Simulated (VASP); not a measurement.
# Y (P6_3/mmc) in VASP: a series of runs, part 2 of 2

VASP 6.6.1.

## 4. Electric field gradients, LDA (volume scaled by 0.94)

Contents of INCAR:

```
ALGO     = Normal         # electronic algorithm
EDIFF    = 1E-8           # SCF threshold, eV
ENCUT    = 520            # plane-wave cutoff, eV
GGA      = CA             # functional
ISIF     = 2              # what is computed and relaxed
ISMEAR   = -1             # smearing method
LASPH    = T              # aspherical terms in the spheres
LCHARG   = F              # write CHGCAR
LEFG     = T            
LREAL    = F              # projectors in reciprocal space
LWAVE    = F              # write WAVECAR
NBANDS   = 18             # bands
NELM     = 100            # most SCF steps
PREC     = Accurate       # precision mode
SIGMA    = 0.08           # smearing width, eV
```

Contents of KPOINTS:

```
k-points
0
Gamma
  12 12 7
```

Contents of POSCAR:

```
Y
1.0
    3.5769579286      0.0000000000      0.0000000000
   -1.7884789643      3.0977364344      0.0000000000
    0.0000000000      0.0000000000      5.6300732012
Y
2
Direct
    0.3333333333      0.6666666667      0.2500000000
    0.6666666667      0.3333333333      0.7500000000
```

Potentials or basis: VASP PAW LDA potentials, release 64 (Y_sv).

Launch:

```console
> cat potpaw_LDA.64/Y_sv/POTCAR > POTCAR
> mpirun -np 1 vasp_std > vasp.out
```

OUTCAR:

```text
EDIFF = 1E-8
   ENCUT = 520
   GGA = CA
   ISIF = 2
   ISMEAR = -1
   LASPH = T
   LREAL = F
   NELM = 100
   PREC = Accurate

 ion  position               nearest neighbor table
   1  0.333  0.667  0.250-   2 3.49   2 3.49   2 3.49   2 3.49   2 3.49   2 3.49
   2  0.667  0.333  0.750-   1 3.49   1 3.49   1 3.49   1 3.49   1 3.49   1 3.49

  LATTYP: Found a hexagonal cell.
 ALAT       =     3.5769579286
 C/A-ratio  =     1.5739836234

  Lattice vectors:

 A1 = (   3.5769579286,   0.0000000000,   0.0000000000)
 A2 = (  -1.7884789643,   3.0977364344,   0.0000000000)
 A3 = (   0.0000000000,   0.0000000000,   5.6300732012)

Analysis of symmetry for initial positions (statically):
=====================================================================
 Subroutine PRICEL returns:
 Original cell was already a primitive cell.

 Routine SETGRP: Setting up the symmetry group for a
 hexagonal supercell.

 Subroutine GETGRP returns: Found 24 space group operations
 (whereof 12 operations were pure point group operations)
 out of a pool of 24 trial point group operations.

The static configuration has the point symmetry D_3d.
 The point group associated with its full space group is D_6h.

Analysis of symmetry for dynamics (positions and initial velocities):
=====================================================================
 Subroutine PRICEL returns:
 Original cell was already a primitive cell.

 Routine SETGRP: Setting up the symmetry group for a
 hexagonal supercell.

 Subroutine GETGRP returns: Found 24 space group operations
 (whereof 12 operations were pure point group operations)
 out of a pool of 24 trial point group operations.

The dynamic configuration has the point symmetry D_3d.
 The point group associated with its full space group is D_6h.

 Subroutine INISYM returns: Found 24 space group operations
 (whereof 12 operations are pure point group operations),
 and found     1 'primitive' translations

----------------------------------------------------------------------------------------

                                     Primitive cell

  volume of cell :      62.3839

  direct lattice vectors                    reciprocal lattice vectors
     3.576957929  0.000000000  0.000000000     0.279567169  0.161408180  0.000000000
    -1.788478964  3.097736434  0.000000000     0.000000000  0.322816360  0.000000000
     0.000000000  0.000000000  5.630073201     0.000000000  0.000000000  0.177617584

  length of vectors
     3.576957929  3.576957929  5.630073201     0.322816360  0.322816360  0.177617584

  position of ions in fractional coordinates (direct lattice)
     0.333333333  0.666666667  0.250000000
     0.666666667  0.333333333  0.750000000

  ion indices of the primitive-cell ions
   primitive index   ion index
                 1           1
                 2           2

----------------------------------------------------------------------------------------

 KPOINTS: k-points

Automatic generation of k-mesh.
[... 73 lines left out ...]
   ISYM   =      2    0-nonsym 1-usesym 2-fastsym
   POTIM  = 0.5000    time-step for ionic-motion
   TEBEG  =    0.0;   TEEND  =   0.0 temperature during run
   PSTRESS=    0.0 pullay stress
   NELECT =      22.0000    total number of electrons
   NUPDOWN=      -1.0000    fix difference up-down
   EMIN   =  10.00;   EMAX   =-10.00  energy-range for DOS
   EFERMI =   0.00;   METHOD = LEGACY
   ISMEAR =    -1;   SIGMA  =   0.08  broadening in eV -4-tet -1-fermi 0-gaus
   EFERMI_NEDOS =   21; number of points for ismear=-14 and -15
   IALGO  =     38    algorithm
   IMIX   =      4    mixing-type and parameters
     AMIX     =   0.40;   BMIX     =  1.00
     AMIX_MAG =   1.60;   BMIX_MAG =  1.00
  volume/ion in A,a.u.               =      31.19       210.49
  Fermi-wavevector in a.u.,A,eV,Ry     =   1.156622  2.185699 18.201540  1.337775
  Thomas-Fermi vector in A             =   2.293241
   LORBIT       =      0    0 simple, 1 ext, 2 COOP (PROOUT), +10 PAW based schemes
   GGA     = CA    functional components
   LHFCALC =     F    Hartree Fock is set to
   AEXX    =    0.0000 exact exchange contribution
   IVDW    =     0    specifies the selected vdW correction
   LEPSILON=     F    determine dielectric tensor
   LRPA    =     F    only Hartree local field effects (RPA)
 non-spin polarized calculation
  energy-cutoff  :      520.00
  volume of cell :       62.38
 maximum number of plane-waves:      1709
 NGX is ok and might be reduce to    28
   NGX = 13   NGY = 13   NGZ = 21

 number of electron      22.0000001 magnetization

 Free energy of the ion-electron system (eV)
  ---------------------------------------------------
  ext. energy  EPLUGINS =         0.00000000
  ---------------------------------------------------
  free energy    TOTEN  =       -13.91420835 eV

  energy without entropy =      -13.83252851  energy(sigma->0) =      -13.87336843

 E-fermi :   3.0856     XC(G=0):  -9.8445

 val. band max:        3.0838034254   @ k =   0.2500   0.2500   0.4286
 cond. band min:       3.0969773420   @ k =   0.4167   0.0000   0.1429
 fundamental gap:      0.0131739166
 Fermi energy:         3.0856189281

 k-point     1 :       0.0000    0.0000    0.0000
  band No.  band energies     occupation
      1     -39.2469      2.00000
      2     -39.1537      2.00000
      3     -19.7198      2.00000
      4     -19.1428      2.00000
      5     -19.1428      2.00000
      6     -19.0376      2.00000
[... 481 lines left out ...]
      5     -19.3869      2.00000
      6     -19.2433      2.00000
[... 10 lines left out ...]
     17       7.0905      0.00000
     18       7.3084      0.00000

 [... further k-points ...]

------------------------ aborting loop because EDIFF is reached ----------------------------------------

  FORCE on cell =-STRESS in cart. coord.  units (eV):
  Direction    XX          YY          ZZ          XY          YZ          ZX
  --------------------------------------------------------------------------------------
  -------------------------------------------------------------------------------------
  Total       -0.6380880     -0.6380880     -0.8275229      0.0000000      0.0000000      0.0000000
  in kB      -16.3877309    -16.3877309    -21.2529040      0.0000000      0.0000000      0.0000000
  external PRESSURE =     -18.0094553 kB  Pullay stress =       0.0000000 kB

 VOLUME and BASIS-vectors are now :
 -----------------------------------------------------------------------------
  energy-cutoff  :      520.00
  volume of cell :       62.38
      direct lattice vectors                 reciprocal lattice vectors
     3.576957929  0.000000000  0.000000000     0.279567169  0.161408180  0.000000000
    -1.788478964  3.097736434  0.000000000     0.000000000  0.322816360  0.000000000
     0.000000000  0.000000000  5.630073201     0.000000000  0.000000000  0.177617584

 POSITION                                       TOTAL-FORCE (eV/Angst)
 -----------------------------------------------------------------------------------
     -0.00000      2.06516      1.40752         0.000000      0.000000      0.000000
      1.78848      1.03258      4.22255        -0.000000     -0.000000      0.000000
 -----------------------------------------------------------------------------------
    total drift:                               -0.000000      0.000000     -0.000000

  FREE ENERGIE OF THE ION-ELECTRON SYSTEM (eV)
  ---------------------------------------------------
  free  energy   TOTEN  =       -13.9142083484 eV

  energy  without entropy=      -13.8325285132  energy(sigma->0) =      -13.87336843

 Electric field gradients (V/A^2)
---------------------------------------------------------------------
 ion       V_xx      V_yy      V_zz      V_xy      V_xz      V_yz
---------------------------------------------------------------------
   1     -13.499   -13.499    26.998     0.000     0.000    -0.000
   2     -13.499   -13.499    26.998     0.000    -0.000     0.000
---------------------------------------------------------------------

 Electric field gradients after diagonalization (V/A^2)
 (convention: |V_zz| > |V_xx| > |V_yy|)
----------------------------------------------------------------------
 ion       V_xx      V_yy      V_zz     asymmetry (V_yy - V_xx)/ V_zz
----------------------------------------------------------------------
   1     -13.499   -13.499    26.998       0.000
   2     -13.499   -13.499    26.998       0.000
----------------------------------------------------------------------

           NMR quadrupolar parameters

 Cq : quadrupolar parameter    Cq=e*Q*V_zz/h
 eta: asymmetry parameters     (V_yy - V_xx)/ V_zz
 Q  : nuclear electric quadrupole moment in mb (millibarn)
----------------------------------------------------------------------
 ion       Cq(MHz)       eta       Q (mb)
----------------------------------------------------------------------
   1       0.065       0.000       1.000
   2       0.065       0.000       1.000
----------------------------------------------------------------------
```

Run time: 48 s. Hardware: 1 thread of Intel Xeon 6975P-C (Granite Rapids), shared host; peak memory 0.21 GiB.

Results:

* Free energy: -13.9142 eV
* Pressure: -1.8 GPa
* Band gap on the k mesh: zero (band 11 reaches 4.19 eV, above the bottom of band 12 at 2.68 eV)

Electric field gradients, principal values (V/Å²):
```tsv
atom	least	middle	greatest (by size)
1 Y	-13.499	-13.499	26.998
2 Y	-13.499	-13.499	26.998
```

Caveat: without QUAD_EFG the Cq values of the log hold for a quadrupole moment of 1 mb, not for the nuclei.

## 5. Electric field gradients, LDA (volume scaled by 0.94)

Contents of INCAR:

```
SYSTEM = Y
PREC = Accurate
ENCUT = 520
EDIFF = 1E-8
ISMEAR = -1
SIGMA = 0.08
LREAL = .FALSE.
LASPH = .TRUE.
NELM = 80
ALGO = Normal
ISIF = 2
LWAVE = .FALSE.
LCHARG = .FALSE.
LEFG = .TRUE.
NBANDS = 18
```

Contents of KPOINTS:

```
regular mesh
0
G
  12 12 7
  0 0 0
```

POSCAR is that of step 4.

Potentials or basis: VASP PAW LDA potentials, release 64 (Y_sv).

Launch:

```console
> cat potpaw_LDA.64/Y_sv/POTCAR > POTCAR
> mpirun -np 1 vasp_std > vasp.out
```

OUTCAR:

```text
SYSTEM = Y
   PREC = Accurate
   ENCUT = 520
   EDIFF = 1E-8
   ISMEAR = -1
   LREAL = .FALSE.
   LASPH = .TRUE.
   NELM = 80
   ISIF = 2

 ion  position               nearest neighbor table
   1  0.333  0.667  0.250-   2 3.49   2 3.49   2 3.49   2 3.49   2 3.49   2 3.49
   2  0.667  0.333  0.750-   1 3.49   1 3.49   1 3.49   1 3.49   1 3.49   1 3.49

  LATTYP: Found a hexagonal cell.
 ALAT       =     3.5769579286
 C/A-ratio  =     1.5739836234

  Lattice vectors:

 A1 = (   3.5769579286,   0.0000000000,   0.0000000000)
 A2 = (  -1.7884789643,   3.0977364344,   0.0000000000)
 A3 = (   0.0000000000,   0.0000000000,   5.6300732012)

Analysis of symmetry for initial positions (statically):
=====================================================================
 Subroutine PRICEL returns:
 Original cell was already a primitive cell.

 Routine SETGRP: Setting up the symmetry group for a
 hexagonal supercell.
[... 694 lines left out ...]
  energy-cutoff  :      520.00
  volume of cell :       62.38
      direct lattice vectors                 reciprocal lattice vectors
     3.576957929  0.000000000  0.000000000     0.279567169  0.161408180  0.000000000
    -1.788478964  3.097736434  0.000000000     0.000000000  0.322816360  0.000000000
     0.000000000  0.000000000  5.630073201     0.000000000  0.000000000  0.177617584

 POSITION                                       TOTAL-FORCE (eV/Angst)
 -----------------------------------------------------------------------------------
     -0.00000      2.06516      1.40752         0.000000      0.000000      0.000000
      1.78848      1.03258      4.22255        -0.000000     -0.000000      0.000000
 -----------------------------------------------------------------------------------
    total drift:                               -0.000000      0.000000     -0.000000

  FREE ENERGIE OF THE ION-ELECTRON SYSTEM (eV)
  ---------------------------------------------------
  free  energy   TOTEN  =       -13.9142083484 eV

  energy  without entropy=      -13.8325285132  energy(sigma->0) =      -13.87336843

 Electric field gradients (V/A^2)
---------------------------------------------------------------------
 ion       V_xx      V_yy      V_zz      V_xy      V_xz      V_yz
---------------------------------------------------------------------
   1     -13.499   -13.499    26.998     0.000     0.000    -0.000
   2     -13.499   -13.499    26.998     0.000    -0.000     0.000
---------------------------------------------------------------------

 Electric field gradients after diagonalization (V/A^2)
 (convention: |V_zz| > |V_xx| > |V_yy|)
----------------------------------------------------------------------
 ion       V_xx      V_yy      V_zz     asymmetry (V_yy - V_xx)/ V_zz
----------------------------------------------------------------------
   1     -13.499   -13.499    26.998       0.000
   2     -13.499   -13.499    26.998       0.000
----------------------------------------------------------------------

           NMR quadrupolar parameters

 Cq : quadrupolar parameter    Cq=e*Q*V_zz/h
 eta: asymmetry parameters     (V_yy - V_xx)/ V_zz
 Q  : nuclear electric quadrupole moment in mb (millibarn)
----------------------------------------------------------------------
 ion       Cq(MHz)       eta       Q (mb)
----------------------------------------------------------------------
   1       0.065       0.000       1.000
   2       0.065       0.000       1.000
----------------------------------------------------------------------
```

stdout:

```text
POSCAR found type information on POSCAR Y
 POSCAR found :  1 types and       2 ions
 scaLAPACK will be used
 LDA part: xc-table for (Slater(with rela. corr.)+CA(PZ))
 , standard interpolation
 POSCAR, INCAR and KPOINTS ok, starting setup
 FFT: planning ... GRIDC
 FFT: planning ... GRID_SOFT
 FFT: planning ... GRID
 WAVECAR not read
 entering main loop
ion   1

ion   2
```

It took 48 s on 1 thread of Intel Xeon 6975P-C (Granite Rapids), shared host; peak memory 0.21 GiB.

What came out:

- Free energy: -13.9142 eV
- Pressure: -1.8 GPa
- Band gap on the k mesh: zero (band 11 reaches 4.19 eV, above the bottom of band 12 at 2.68 eV)

Stress tensor (GPa, compression positive):
```
-1.64  0.00  0.00
 0.00 -1.64  0.00
 0.00  0.00 -2.13
```

Levels at points of the mesh, in eV from the Fermi level:
```csv
k point,band 9,band 10,band 11,band 12,band 13,band 14
"(0.00, 0.00, 0.00)",-4.76,-1.96,1.11,1.74,1.74,2.03
"(0.50, 0.00, 0.00)",-1.70,-1.30,-0.91,0.04,1.45,1.46
```

Electric field gradients, principal values (V/Å²):
```csv
atom,least,middle,greatest (by size)
1 Y,-13.499,-13.499,26.998
2 Y,-13.499,-13.499,26.998
```

Caveat: without QUAD_EFG the Cq values of the log hold for a quadrupole moment of 1 mb, not for the nuclei.
